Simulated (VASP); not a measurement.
# BaS (I4/mmm) in VASP: electric field gradients with PBEsol

Aim: the electric field gradients of BaS with PBEsol.

Program: VASP 6.6.1. These are calculated values, not measurements. Logs are shortened: lines on timing, memory, paths and dates and some standing lists are left out, and cuts for length are marked.

## (1) The cell of the first run

Symmetry: I4/mmm, No. 139, tetragonal system. Conventional cell: a = 4.652 Å, b = 4.652 Å, c = 6.388 Å, α = 90.00°, β = 90.00°, γ = 90.00°. Ba (site symmetry 4/mmm) has 6 S at 3.19 to 3.29 Å within 4.2 Å. Within 4.2 Å of S (site symmetry 4/mmm) lie 6 Ba at 3.19 to 3.29 Å.

## (2) Electric field gradients, PBEsol (equal xx and yy strain of +3 %)

Input file INCAR:

```
SYSTEM = BaS
ALGO = Normal ; EDIFF = 1E-8
ENCUT = 520 ; GGA = PS
ISIF = 2 ; ISMEAR = -1
LASPH = .True. ; LCHARG = .False.
LEFG = .True. ; LREAL = .False.
LWAVE = .False. ; NBANDS = 15
NELM = 80 ; PREC = Accurate
SIGMA = 0.02
```

Input file KPOINTS:

```
k-points
0
Gamma
  8 8 8
  0 0 0
```

Input file POSCAR:

```
BaS
1.0
    0.0000000000      3.2895625000      3.1937500000
    3.2895625000      0.0000000000      3.1937500000
    3.2895625000      3.2895625000      0.0000000000
Ba S
1 1
Direct
    0.0000000000      0.0000000000      0.0000000000
    0.5000000000      0.5000000000      0.5000000000
```

Potentials or basis: VASP PAW PBE potentials, release 64 (Ba_sv, S).

The run is started by

```
> cat potpaw_PBE.64/Ba_sv/POTCAR potpaw_PBE.64/S/POTCAR > POTCAR
> mpirun -np 1 vasp_std > vasp.out
```

OUTCAR:

```text
SYSTEM = BaS
   EDIFF = 1E-8
   ENCUT = 520
   GGA = PS
   ISIF = 2
   ISMEAR = -1
   LASPH = .True.
   LREAL = .False.
   NELM = 80
   PREC = Accurate

 ion  position               nearest neighbor table
   1  0.000  0.000  0.000-   2 3.19   2 3.19   2 3.29   2 3.29   2 3.29   2 3.29
   2  0.500  0.500  0.500-   1 3.19   1 3.19   1 3.29   1 3.29   1 3.29   1 3.29

  LATTYP: Found a body centered tetragonal cell.
 ALAT       =     4.6521439018
 C/A-ratio  =     1.3730228761

  Lattice vectors:

 A1 = (   0.0000000000,  -3.2895625000,  -3.1937500000)
 A2 = (   0.0000000000,   3.2895625000,  -3.1937500000)
 A3 = (   3.2895625000,   0.0000000000,   3.1937500000)

Analysis of symmetry for initial positions (statically):
=====================================================================
 Subroutine PRICEL returns:
 Original cell was already a primitive cell.

 Routine SETGRP: Setting up the symmetry group for a
 body centered tetragonal supercell.

 Subroutine GETGRP returns: Found 16 space group operations
 (whereof 16 operations were pure point group operations)
 out of a pool of 16 trial point group operations.

The static configuration has the point symmetry D_4h.

Analysis of symmetry for dynamics (positions and initial velocities):
=====================================================================
 Subroutine PRICEL returns:
 Original cell was already a primitive cell.

 Routine SETGRP: Setting up the symmetry group for a
 body centered tetragonal supercell.

 Subroutine GETGRP returns: Found 16 space group operations
 (whereof 16 operations were pure point group operations)
 out of a pool of 16 trial point group operations.

The dynamic configuration has the point symmetry D_4h.

 Subroutine INISYM returns: Found 16 space group operations
 (whereof 16 operations are pure point group operations),
 and found     1 'primitive' translations

----------------------------------------------------------------------------------------

                                     Primitive cell

  volume of cell :      69.1206

  direct lattice vectors                    reciprocal lattice vectors
     0.000000000  3.289562500  3.193750000    -0.151995896  0.151995896  0.156555773
     3.289562500  0.000000000  3.193750000     0.151995896 -0.151995896  0.156555773
     3.289562500  3.289562500  0.000000000     0.151995896  0.151995896 -0.156555773

  length of vectors
     4.584894819  4.584894819  4.652143902     0.265923325  0.265923325  0.265923325

  position of ions in fractional coordinates (direct lattice)
     0.000000000  0.000000000  0.000000000
     0.500000000  0.500000000  0.500000000

  ion indices of the primitive-cell ions
   primitive index   ion index
                 1           1
                 2           2

----------------------------------------------------------------------------------------

 KPOINTS: k-points

Automatic generation of k-mesh.
 Grid dimensions read from file:
 generate k-points for:    8    8    8

 Generating k-lattice:

  Cartesian coordinates                     Fractional coordinates (reciprocal lattice)
    -0.018999487  0.018999487  0.019569472     0.125000000  0.000000000  0.000000000
     0.018999487 -0.018999487  0.019569472     0.000000000  0.125000000  0.000000000
     0.018999487  0.018999487 -0.019569472     0.000000000  0.000000000  0.125000000

  Length of vectors
     0.033240416  0.033240416  0.033240416

  Shift w.r.t. Gamma in fractional coordinates (k-lattice)
     0.000000000  0.000000000  0.000000000

 Subroutine IBZKPT returns following result:
 ===========================================

 Found     59 irreducible k-points:

 Following reciprocal coordinates:
            Coordinates               Weight
  0.000000  0.000000  0.000000      1.000000
[... 33 lines left out ...]
   PREC   = accura    normal or accurate (medium, high low for compatibility)
   ISTART =      0    job   : 0-new  1-cont  2-samecut
   ICHARG =      2    charge: 1-file 2-atom 10-const
   ISPIN  =      1    spin polarized calculation?
   LNONCOLLINEAR =      F non collinear calculations
   LSORBIT =      F    spin-orbit coupling
   LASPH  =      T    aspherical Exc in radial PAW
   ENCUT  =  520.0 eV  38.22 Ry    6.18 a.u.   8.52  8.52  8.65*2*pi/ulx,y,z
   NELM   =     80;   NELMIN=  2; NELMDL= -5     # of ELM steps
   EDIFF  = 0.1E-07   stopping-criterion for ELM
   LREAL  =      F    real-space projection
   EDIFFG = 0.1E-06   stopping-criterion for IOM
   NSW    =      0    number of steps for IOM
   IBRION =     -1    ionic relax: 0-MD 1-quasi-New 2-CG
   NFREE  =      0    steps in history (QN), initial steepest desc. (CG)
   ISIF   =      2    stress and relaxation
   ISYM   =      2    0-nonsym 1-usesym 2-fastsym
   POTIM  = 0.5000    time-step for ionic-motion
   TEBEG  =    0.0;   TEEND  =   0.0 temperature during run
   PSTRESS=    0.0 pullay stress
   NELECT =      16.0000    total number of electrons
   NUPDOWN=      -1.0000    fix difference up-down
   EMIN   =  10.00;   EMAX   =-10.00  energy-range for DOS
   EFERMI =   0.00;   METHOD = LEGACY
   ISMEAR =    -1;   SIGMA  =   0.02  broadening in eV -4-tet -1-fermi 0-gaus
   EFERMI_NEDOS =   21; number of points for ismear=-14 and -15
   IALGO  =     38    algorithm
   IMIX   =      4    mixing-type and parameters
     AMIX     =   0.40;   BMIX     =  1.00
     AMIX_MAG =   1.60;   BMIX_MAG =  1.00
  volume/ion in A,a.u.               =      34.56       233.22
  Fermi-wavevector in a.u.,A,eV,Ry     =   1.005184  1.899523 13.747269  1.010396
  Thomas-Fermi vector in A             =   2.137848
   LORBIT       =      0    0 simple, 1 ext, 2 COOP (PROOUT), +10 PAW based schemes
   GGA     = PS    functional components
   LHFCALC =     F    Hartree Fock is set to
   AEXX    =    0.0000 exact exchange contribution
   IVDW    =     0    specifies the selected vdW correction
   LEPSILON=     F    determine dielectric tensor
   LRPA    =     F    only Hartree local field effects (RPA)
 non-spin polarized calculation
  energy-cutoff  :      520.00
  volume of cell :       69.12
 maximum number of plane-waves:      1883
 NGX is ok and might be reduce to    36
   NGX = 17   NGY = 17   NGZ = 17

 number of electron      15.9999999 magnetization

 Free energy of the ion-electron system (eV)
  ---------------------------------------------------
  ext. energy  EPLUGINS =         0.00000000
  ---------------------------------------------------
  free energy    TOTEN  =       -10.66822277 eV

  energy without entropy =      -10.66822277  energy(sigma->0) =      -10.66822277

 E-fermi :   1.5356     XC(G=0):  -8.5769

 val. band max:        1.1034286913   @ k =   0.0000   0.0000   0.0000
 cond. band min:       3.1118134211   @ k =   0.5000   0.5000   0.0000
 fundamental gap:      2.0083847298
 Fermi energy:         1.5356438373

 k-point     1 :       0.0000    0.0000    0.0000
  band No.  band energies     occupation
      1     -25.1763      2.00000
      2     -10.2241      2.00000
      3     -10.2241      2.00000
      4     -10.2236      2.00000
      5      -9.2185      2.00000
      6       1.0205      2.00000
      7       1.0205      2.00000
      8       1.1034      2.00000
      9       4.1568      0.00000
     10       4.7585      0.00000
     11       4.7585      0.00000
     12       4.9553      0.00000
     13       5.6276      0.00000
     14       5.8290      0.00000
[... 401 lines left out ...]
      2     -10.9322      2.00000
      3     -10.2826      2.00000
      4     -10.2734      2.00000
      5      -8.4657      2.00000
      6      -0.4042      2.00000
      7       0.2771      2.00000
      8       0.4242      2.00000
      9       4.7617      0.00000
     10       6.4425      0.00000
     11       6.5460      0.00000
     12       6.7684      0.00000
     13       7.5499      0.00000
     14       8.6293      0.00000
     15      10.5695      0.00000

 [... further k-points ...]

------------------------ aborting loop because EDIFF is reached ----------------------------------------

  FORCE on cell =-STRESS in cart. coord.  units (eV):
  Direction    XX          YY          ZZ          XY          YZ          ZX
  --------------------------------------------------------------------------------------
  -------------------------------------------------------------------------------------
  Total       -1.4285416     -1.4285416     -0.6232341      0.0000000      0.0000000      0.0000000
  in kB      -33.1128292    -33.1128292    -14.4462330      0.0000000      0.0000000      0.0000000
  external PRESSURE =     -26.8906305 kB  Pullay stress =       0.0000000 kB

 VOLUME and BASIS-vectors are now :
 -----------------------------------------------------------------------------
  energy-cutoff  :      520.00
  volume of cell :       69.12
      direct lattice vectors                 reciprocal lattice vectors
     0.000000000  3.289562500  3.193750000    -0.151995896  0.151995896  0.156555773
     3.289562500  0.000000000  3.193750000     0.151995896 -0.151995896  0.156555773
     3.289562500  3.289562500  0.000000000     0.151995896  0.151995896 -0.156555773

 POSITION                                       TOTAL-FORCE (eV/Angst)
 -----------------------------------------------------------------------------------
      0.00000      0.00000      0.00000        -0.000000      0.000000     -0.000000
      3.28956      3.28956      3.19375         0.000000      0.000000      0.000000
 -----------------------------------------------------------------------------------
    total drift:                                0.000000      0.000000      0.000000

  FREE ENERGIE OF THE ION-ELECTRON SYSTEM (eV)
  ---------------------------------------------------
  free  energy   TOTEN  =       -10.6682227702 eV

  energy  without entropy=      -10.6682227702  energy(sigma->0) =      -10.66822277

 Electric field gradients (V/A^2)
---------------------------------------------------------------------
 ion       V_xx      V_yy      V_zz      V_xy      V_xz      V_yz
---------------------------------------------------------------------
   1      18.068    18.068   -36.136    -0.000    -0.000    -0.000
   2       5.136     5.136   -10.273    -0.000     0.000     0.000
---------------------------------------------------------------------

 Electric field gradients after diagonalization (V/A^2)
 (convention: |V_zz| > |V_xx| > |V_yy|)
----------------------------------------------------------------------
 ion       V_xx      V_yy      V_zz     asymmetry (V_yy - V_xx)/ V_zz
----------------------------------------------------------------------
   1      18.068    18.068   -36.136       0.000
   2       5.136     5.136   -10.273       0.000
----------------------------------------------------------------------

           NMR quadrupolar parameters

 Cq : quadrupolar parameter    Cq=e*Q*V_zz/h
 eta: asymmetry parameters     (V_yy - V_xx)/ V_zz
 Q  : nuclear electric quadrupole moment in mb (millibarn)
----------------------------------------------------------------------
 ion       Cq(MHz)       eta       Q (mb)
----------------------------------------------------------------------
   1      -0.087       0.000       1.000
   2      -0.025       0.000       1.000
----------------------------------------------------------------------
```

Run time: 54 s. Hardware: 1 thread of Intel Xeon Platinum 8488C (Sapphire Rapids), shared host; peak memory 0.24 GiB.

What came out:

* Free energy: -10.6682 eV
* Pressure: -2.7 GPa
* Band gap on the k mesh: 2.01 eV (least direct gap 2.19 eV)
* Largest electric field gradient by atom: Ba -36.1; S -10.3 V/Å²

Stress tensor (GPa, compression positive):
```
-3.31  0.00  0.00
 0.00 -3.31  0.00
 0.00  0.00 -1.44
```

Levels at points of the mesh, in eV from the valence-band top:
```tsv
k point	band 5	band 6	band 7	band 8	band 9	band 10	band 11	band 12
(0.00, 0.00, 0.00)	-10.32	-0.08	-0.08	0.00	3.05	3.66	3.66	3.85
(0.50, 0.00, 0.00)	-9.29	-1.93	-1.07	-1.05	5.21	5.28	5.96	6.02
(0.50, 0.50, 0.00)	-10.22	-0.56	-0.26	-0.26	2.01	5.54	5.74	7.09
(0.50, 0.00, 0.50)	-10.22	-0.70	-0.25	-0.16	2.03	5.42	5.78	7.01
```

Electric field gradients, principal values (V/Å²):
```tsv
atom	least	middle	greatest (by size)
1 Ba	18.068	18.068	-36.136
2 S	5.136	5.136	-10.273
```

Caveat: the cell differs from its parent crystal (equal xx and yy strain of +3 %); without QUAD_EFG the Cq values of the log hold for a quadrupole moment of 1 mb, not for the nuclei; the PAW data sets were made with another functional, which shifts forces and pressure a little; spin-orbit coupling is left out, which moves the levels of the heavy elements. A k mesh can miss the band edges.
